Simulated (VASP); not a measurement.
# BN (P6_3mc) in VASP: single point with r2SCAN

Aim: the single point of BN with r2SCAN.

Program: VASP 6.6.1. These are calculated values, not measurements. Logs are shortened: lines on timing, memory, paths and dates and some standing lists are left out, and cuts for length are marked.

## 1. The cell of the first run

It takes space group P6_3mc (No. 186, hexagonal). The conventional cell has a = 2.569 Å, b = 2.569 Å, c = 4.249 Å, α = 90.00°, β = 90.00°, γ = 120.00°. B (site symmetry 3m) has 4 N at 1.58 to 1.59 Å within 2.1 Å. N (site symmetry 3m) has 4 B at 1.58 to 1.59 Å within 2.1 Å.

## 2. Single point, r2SCAN (6.07 Å³/atom)

The input, POSCAR:

```
BN
1.0
    2.5692807547      0.0000000000      0.0000000000
   -1.2846403773      2.2250624030      0.0000000000
    0.0000000000      0.0000000000      4.2489956533
B N
2 2
Direct
    0.6666666667      0.3333333333      0.9999084282
    0.3333333333      0.6666666667      0.4999084282
    0.6666666667      0.3333333333      0.6250915718
    0.3333333333      0.6666666667      0.1250915718
```

The input, INCAR.step1:

```
SYSTEM = BN
PREC = Accurate
ENCUT = 1460
ISMEAR = 0
SIGMA = 0.02
LREAL = .FALSE.
LASPH = .TRUE.
NELM = 120
NBANDS = 16
GGA = PE
ALGO = Normal
EDIFF = 1E-5
LWAVE = .TRUE.
LCHARG = .FALSE.
GGA_COMPAT = .FALSE.
```

The input, INCAR.step2:

```
SYSTEM = BN
PREC = Accurate
ENCUT = 1460
EDIFF = 1E-6
ISMEAR = 0
SIGMA = 0.02
LREAL = .FALSE.
LASPH = .TRUE.
NELM = 120
ALGO = Normal
ISIF = 2
LWAVE = .FALSE.
LCHARG = .TRUE.
METAGGA = R2SCAN
LMIXTAU = .TRUE.
LELF = .TRUE.
LVHAR = .TRUE.
NBANDS = 16
ISTART = 1
GGA_COMPAT = .FALSE.
```

The input, KPOINTS:

```
Automatic mesh
0
G
  12 12 6
  0 0 0
```

Potentials or basis: VASP PAW PBE potentials, release 64 (B_h, N_h).

Run with:

```bash
> cat potpaw_PBE.64/B_h/POTCAR potpaw_PBE.64/N_h/POTCAR > POTCAR
> cp INCAR.step1 INCAR
> mpirun -np 1 vasp_std > vasp.out
> cp INCAR.step2 INCAR
> mpirun -np 1 vasp_std > vasp.out
```

OUTCAR:

```text
SYSTEM = BN
   PREC = Accurate
   ENCUT = 1460
   EDIFF = 1E-6
   ISMEAR = 0
   LREAL = .FALSE.
   LASPH = .TRUE.
   NELM = 120
   ISIF = 2
   METAGGA = R2SCAN
   ISTART = 1

 ion  position               nearest neighbor table
   1  0.667  0.333  1.000-
   2  0.333  0.667  0.500-
   3  0.667  0.333  0.625-
   4  0.333  0.667  0.125-

  LATTYP: Found a hexagonal cell.
 ALAT       =     2.5692807547
 C/A-ratio  =     1.6537685286

  Lattice vectors:

 A1 = (   2.5692807547,   0.0000000000,   0.0000000000)
 A2 = (  -1.2846403773,   2.2250624030,   0.0000000000)
 A3 = (   0.0000000000,   0.0000000000,   4.2489956533)

Analysis of symmetry for initial positions (statically):
=====================================================================
 Subroutine PRICEL returns:
 Original cell was already a primitive cell.

 Routine SETGRP: Setting up the symmetry group for a
 hexagonal supercell.

 Subroutine GETGRP returns: Found 12 space group operations
 (whereof  6 operations were pure point group operations)
 out of a pool of 24 trial point group operations.

The static configuration has the point symmetry C_3v.
 The point group associated with its full space group is C_6v.

Analysis of symmetry for dynamics (positions and initial velocities):
=====================================================================
 Subroutine PRICEL returns:
 Original cell was already a primitive cell.

 Routine SETGRP: Setting up the symmetry group for a
 hexagonal supercell.

 Subroutine GETGRP returns: Found 12 space group operations
 (whereof  6 operations were pure point group operations)
 out of a pool of 24 trial point group operations.

The dynamic configuration has the point symmetry C_3v.
 The point group associated with its full space group is C_6v.

 Subroutine INISYM returns: Found 12 space group operations
 (whereof  6 operations are pure point group operations),
 and found     1 'primitive' translations

----------------------------------------------------------------------------------------

                                     Primitive cell

  volume of cell :      24.2907

  direct lattice vectors                    reciprocal lattice vectors
     2.569280755  0.000000000  0.000000000     0.389213985  0.224712799  0.000000000
    -1.284640377  2.225062403  0.000000000     0.000000000  0.449425598  0.000000000
     0.000000000  0.000000000  4.248995653     0.000000000  0.000000000  0.235349735

  length of vectors
     2.569280755  2.569280755  4.248995653     0.449425598  0.449425598  0.235349735

  position of ions in fractional coordinates (direct lattice)
     0.666666667  0.333333333  0.999908428
     0.333333333  0.666666667  0.499908428
     0.666666667  0.333333333  0.625091572
     0.333333333  0.666666667  0.125091572

  ion indices of the primitive-cell ions
   primitive index   ion index
                 1           1
                 2           2
                 3           3
                 4           4

----------------------------------------------------------------------------------------

 KPOINTS: Automatic mesh

Automatic generation of k-mesh.
 Grid dimensions read from file:
 generate k-points for:   12   12    6

 Generating k-lattice:

  Cartesian coordinates                     Fractional coordinates (reciprocal lattice)
     0.032434499  0.018726067  0.000000000     0.083333333 -0.000000000  0.000000000
     0.000000000  0.037452133  0.000000000     0.000000000  0.083333333  0.000000000
     0.000000000  0.000000000  0.039224956     0.000000000  0.000000000  0.166666667

  Length of vectors
     0.037452133  0.037452133  0.039224956

  Shift w.r.t. Gamma in fractional coordinates (k-lattice)
     0.000000000  0.000000000  0.000000000

 Subroutine IBZKPT returns following result:
 ===========================================

 Found     76 irreducible k-points:

 Following reciprocal coordinates:
            Coordinates               Weight
  0.000000  0.000000  0.000000      1.000000
  0.083333  0.000000  0.000000      6.000000
  0.166667 -0.000000  0.000000      6.000000
  0.250000 -0.000000  0.000000      6.000000
  0.333333  0.000000  0.000000      6.000000
  0.416667 -0.000000  0.000000      6.000000
[... 16 lines left out ...]
  0.250000 -0.000000  0.166667     12.000000
  0.333333  0.000000  0.166667     12.000000
 [... further k-points ...]
   k-points           NKPTS =     76   k-points in BZ     NKDIM =     76   number of bands    NBANDS=     16
   number of dos      NEDOS =    301   number of ions     NIONS =      4
   total plane-waves  NPLWV =  55296
   dimension x,y,z NGX =    32 NGY =   32 NGZ =   54
   dimension x,y,z NGXF=    64 NGYF=   64 NGZF=  108
   ions per type =               2   2
   NGX,Y,Z   is equivalent  to a cutoff of  20.71, 20.71, 21.13 a.u.
   NGXF,Y,Z  is equivalent  to a cutoff of  41.41, 41.41, 42.26 a.u.
 SYSTEM =  BN
   PREC   = accura    normal or accurate (medium, high low for compatibility)
   ISTART =      1    job   : 0-new  1-cont  2-samecut
   ICHARG =      0    charge: 1-file 2-atom 10-const
   ISPIN  =      1    spin polarized calculation?
   LNONCOLLINEAR =      F non collinear calculations
   LSORBIT =      F    spin-orbit coupling
   LASPH  =      T    aspherical Exc in radial PAW
   ENCUT  = 1460.0 eV 107.31 Ry   10.36 a.u.   8.00  8.00 13.24*2*pi/ulx,y,z
   NELM   =    120;   NELMIN=  2; NELMDL=  0     # of ELM steps
   EDIFF  = 0.1E-05   stopping-criterion for ELM
   LREAL  =      F    real-space projection
   EDIFFG = 0.1E-04   stopping-criterion for IOM
   NSW    =      0    number of steps for IOM
   IBRION =     -1    ionic relax: 0-MD 1-quasi-New 2-CG
   NFREE  =      0    steps in history (QN), initial steepest desc. (CG)
   ISIF   =      2    stress and relaxation
   ISYM   =      2    0-nonsym 1-usesym 2-fastsym
   POTIM  = 0.5000    time-step for ionic-motion
   TEBEG  =    0.0;   TEEND  =   0.0 temperature during run
   PSTRESS=    0.0 pullay stress
   NELECT =      16.0000    total number of electrons
   NUPDOWN=      -1.0000    fix difference up-down
   EMIN   =  10.00;   EMAX   =-10.00  energy-range for DOS
   EFERMI =   0.00;   METHOD = LEGACY
   ISMEAR =     0;   SIGMA  =   0.02  broadening in eV -4-tet -1-fermi 0-gaus
   EFERMI_NEDOS =   21; number of points for ismear=-14 and -15
   IALGO  =     38    algorithm
   IMIX   =      4    mixing-type and parameters
     AMIX     =   0.40;   BMIX     =  1.00
     AMIX_MAG =   1.60;   BMIX_MAG =  1.00
  volume/ion in A,a.u.               =       6.07        40.98
  Fermi-wavevector in a.u.,A,eV,Ry     =   1.424409  2.691743 27.605431  2.028942
  Thomas-Fermi vector in A             =   2.544903
   LORBIT       =      0    0 simple, 1 ext, 2 COOP (PROOUT), +10 PAW based schemes
   METAGGA = R2SCAN    functional components
   LHFCALC =     F    Hartree Fock is set to
   AEXX    =    0.0000 exact exchange contribution
   IVDW    =     0    specifies the selected vdW correction
   LEPSILON=     F    determine dielectric tensor
   LRPA    =     F    only Hartree local field effects (RPA)
 non-spin polarized calculation
 Gauss-broadening in eV      SIGMA  =   0.02
  energy-cutoff  :     1460.00
  volume of cell :       24.29
 maximum number of plane-waves:      3114
   NGX = 17   NGY = 17   NGZ = 27

 number of electron      16.0000000 magnetization

 Free energy of the ion-electron system (eV)
  ---------------------------------------------------
  ext. energy  EPLUGINS =         0.00000000
  ---------------------------------------------------
  free energy    TOTEN  =       -38.30453095 eV

  energy without entropy =      -38.30453095  energy(sigma->0) =      -38.30453095

 E-fermi :   8.8342     XC(G=0): -13.5977

 val. band max:        8.6909381468   @ k =   0.0000   0.0000   0.0000
 cond. band min:      14.4786814578   @ k =   0.3333   0.3333   0.0000
 fundamental gap:      5.7877433110
 Fermi energy:         8.8341573221

 k-point     1 :       0.0000    0.0000    0.0000
  band No.  band energies     occupation
      1     -12.4438      2.00000
      2      -8.3434      2.00000
      3      -2.3390      2.00000
      4       6.5508      2.00000
      5       6.5508      2.00000
      6       8.4454      2.00000
[... 8 lines left out ...]
     15      21.2514      0.00000
     16      25.7443      0.00000

 k-point     2 :       0.0833    0.0000    0.0000
  band No.  band energies     occupation
      1     -12.2909      2.00000
      2      -8.2273      2.00000
      3      -2.1867      2.00000
      4       5.8396      2.00000
      5       6.2672      2.00000
      6       8.0938      2.00000
[... 8 lines left out ...]
     15      21.7077      0.00000
     16      25.4893      0.00000

 k-point     3 :       0.1667   -0.0000    0.0000
  band No.  band energies     occupation
      1     -11.8377      2.00000
      2      -7.8963      2.00000
      3      -1.7360      2.00000
      4       4.1362      2.00000
      5       5.5991      2.00000
      6       6.6277      2.00000
[... 8 lines left out ...]
     15      22.8994      0.00000
     16      24.7618      0.00000

 k-point     4 :       0.2500   -0.0000    0.0000
  band No.  band energies     occupation
      1     -11.1039      2.00000
      2      -7.4157      2.00000
      3      -1.0094      2.00000
      4       2.1297      2.00000
      5       4.8046      2.00000
      6       4.8481      2.00000
[... 8 lines left out ...]
     15      24.4493      0.00000
     16      24.8247      0.00000
[... 324 lines left out ...]
 k-point    22 :       0.1667   -0.0000    0.1667
  band No.  band energies     occupation
      1     -11.6728      2.00000
      2      -8.3926      2.00000
      3      -0.9703      2.00000
      4       4.2856      2.00000
      5       5.7324      2.00000
      6       6.1766      2.00000
[... 8 lines left out ...]
     15      22.5736      0.00000
     16      24.7324      0.00000

 k-point    23 :       0.2500   -0.0000    0.1667
  band No.  band energies     occupation
      1     -10.9445      2.00000
      2      -7.8552      2.00000
      3      -0.3966      2.00000
      4       2.3610      2.00000
      5       4.3660      2.00000
      6       4.9890      2.00000
[... 8 lines left out ...]
     15      24.1000      0.00000
     16      24.9011      0.00000

 k-point    24 :       0.3333    0.0000    0.1667
  band No.  band energies     occupation
      1      -9.9883      2.00000
      2      -7.2862      2.00000
      3      -0.2656      2.00000
      4       1.2298      2.00000
      5       2.5541      2.00000
      6       4.3599      2.00000
[... 8 lines left out ...]
     15      25.5554      0.00000
     16      25.7380      0.00000

 [... further k-points ...]

------------------------ aborting loop because EDIFF is reached ----------------------------------------

  FORCE on cell =-STRESS in cart. coord.  units (eV):
  Direction    XX          YY          ZZ          XY          YZ          ZX
  --------------------------------------------------------------------------------------
  -------------------------------------------------------------------------------------
  Total       -1.7284910     -1.7284910     -1.7161517     -0.0000000      0.0000000     -0.0000000
  in kB     -114.0086132   -114.0086132   -113.1947329     -0.0000000      0.0000000     -0.0000000
  external PRESSURE =    -113.7373197 kB  Pullay stress =       0.0000000 kB

 VOLUME and BASIS-vectors are now :
 -----------------------------------------------------------------------------
  energy-cutoff  :     1460.00
  volume of cell :       24.29
      direct lattice vectors                 reciprocal lattice vectors
     2.569280755  0.000000000  0.000000000     0.389213985  0.224712799  0.000000000
    -1.284640377  2.225062403  0.000000000     0.000000000  0.449425598  0.000000000
     0.000000000  0.000000000  4.248995653     0.000000000  0.000000000  0.235349735

 POSITION                                       TOTAL-FORCE (eV/Angst)
 -----------------------------------------------------------------------------------
      1.28464      0.74169      4.24861        -0.000000     -0.000000      0.000583
     -0.00000      1.48337      2.12411        -0.000000      0.000000      0.000583
      1.28464      0.74169      2.65601        -0.000000      0.000000     -0.000583
     -0.00000      1.48337      0.53151         0.000000      0.000000     -0.000583
 -----------------------------------------------------------------------------------
    total drift:                                0.000000      0.000000     -0.006616

  FREE ENERGIE OF THE ION-ELECTRON SYSTEM (eV)
  ---------------------------------------------------
  free  energy   TOTEN  =       -38.3045309455 eV

  energy  without entropy=      -38.3045309455  energy(sigma->0) =      -38.30453095
```

Wall time 3 min (1 thread of Intel Xeon Platinum 8559C (Emerald Rapids), shared host); peak memory 0.3 GiB.

Results:

```yaml
Free_energy: -38.3045 eV
Pressure: -11.4 GPa
Band_gap_on_the_k_mesh: 5.79 eV (least direct gap 8.85 eV)
```

Caveat: the cell stands under tension; the PAW data sets were made with another functional, which shifts forces and pressure a little. A k mesh can miss the band edges.
